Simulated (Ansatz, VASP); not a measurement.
**CdSe: VASP beside Ansatz**

Contents of INCAR:

```
PREC = Accurate ; ENCUT = 520
EDIFF = 1E-6 ; ISMEAR = 0
SIGMA = 0.01 ; LREAL = F
LASPH = T ; NELM = 100
ALGO = Normal ; ISIF = 2
LWAVE = F ; LCHARG = T
GGA = CA ; LELF = T
LVHAR = T ; NBANDS = 16
```

File KPOINTS:

```
Automatic mesh
0
Gamma
  8 8 8
```

Contents of POSCAR:

```
CdSe
1.0
    0.0000000000      3.0678016992      3.0678016992
    3.0678016992      0.0000000000      3.0678016992
    3.0678016992      3.0678016992      0.0000000000
Cd Se
1 1
Direct
    0.0000000000      0.0000000000      0.0000000000
    0.7500000000      0.7500000000      0.7500000000
```

Input for Ansatz:

```yaml
crystal:
  lattice:
    - [0.0, 3.0678016992, 3.0678016992]
    - [3.0678016992, 0.0, 3.0678016992]
    - [3.0678016992, 3.0678016992, 0.0]
  atoms:
    - { symbol: Cd, position: [0.0, 0.0, 0.0] }
    - { symbol: Se, position: [0.75, 0.75, 0.75] }
kpoints:
  mp_grid: { grid: [8, 8, 8] }
  band_path:
    path:
      - [0.0, 0.0, 0.0]
      - [-0.5, -0.5, 0.0]
      - [-0.375, -0.375, 0.25]
      - [-0.375, 0.0, 0.375]
      - [0.0, 0.0, 0.5]
      - [-0.5, -0.25, 0.25]
    npoints: 1
hamiltonian:
  xc: lda
scf:
  occupations: { method: fixed }
  n_extra_bands: 4
output:
  forces: true
  stress: true
  eigenvalues: true
```

Alike in both runs: task single point; functional LDA; k mesh 8 × 8 × 8; no spin polarisation.

|  | VASP | Ansatz |
| --- | --- | --- |
| version | VASP 6.6.1 | Ansatz 0.2.0 |
| potentials or method | VASP PAW LDA potentials, release 64 (Cd, Se) | plane waves, PAW |
| plane-wave cutoff (eV) | 520 | 420 |
| occupations | gaussian, width 0.01 eV | fixed |
| valence electrons in the cell | 18 | 36 |

```csv
,VASP,Ansatz,Ansatz less VASP
gap on the k mesh at the Fermi level (eV),0.31,0.28,-0.031
pressure (GPa),-2.8,-3.2,-0.37
```

LDA's correlation is that of Perdew and Zunger in VASP and of Perdew and Wang (1992) in Ansatz. VASP's potentials hold 18 valence electrons a cell and Ansatz's 36, so a difference there can come from the potentials and not from the codes.
